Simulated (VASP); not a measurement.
Input of a VASP 6.6.1 run:

The input INCAR:

```
ALGO     = Normal         # electronic algorithm
EDIFF    = 1E-7           # SCF threshold, eV
ENCUT    = 520            # plane-wave cutoff, eV
ISIF     = 2              # what is computed and relaxed
ISMEAR   = -1             # smearing method
LASPH    = T              # aspherical terms in the spheres
LCHARG   = T              # write CHGCAR
LELF     = T              # ELF
LREAL    = F              # projectors in reciprocal space
LVHAR    = T            
LWAVE    = F              # write WAVECAR
NBANDS   = 12             # bands
NELM     = 60             # most SCF steps
PREC     = Accurate       # precision mode
SIGMA    = 0.05           # smearing width, eV
```

File KPOINTS:

```
k-points
0
Gamma
  9 9 1
```

File POSCAR:

```
Sb
1.0
    3.1333400000      0.0000000000      0.0000000000
    0.0000000000      3.1333400000      0.0000000000
    0.0000000000      0.0000000000     31.3600000000
Sb
2
Direct
    0.0000000000      0.0000000000      0.2420100000
    0.0000000000      0.0000000000      0.3319700000
```

Potentials or basis: VASP PAW LDA potentials, release 64 (Sb).

Launch:

```console
$ cat potpaw_LDA.64/Sb/POTCAR > POTCAR
$ mpirun -np 1 vasp_std > vasp.out
```

Task: What does it give for the largest force?

Result: 0.244 eV/Å.

Task: What does it give for the band gap on the k mesh?

Result: Zero (bands 5 and 6 overlap by 4.73 eV).

Forces on the atoms (eV/Å):
```
Sb   0.000  0.000  0.244
Sb   0.000  0.000 -0.244
```

Caveat: spin-orbit coupling is left out, which moves the levels of the heavy elements.
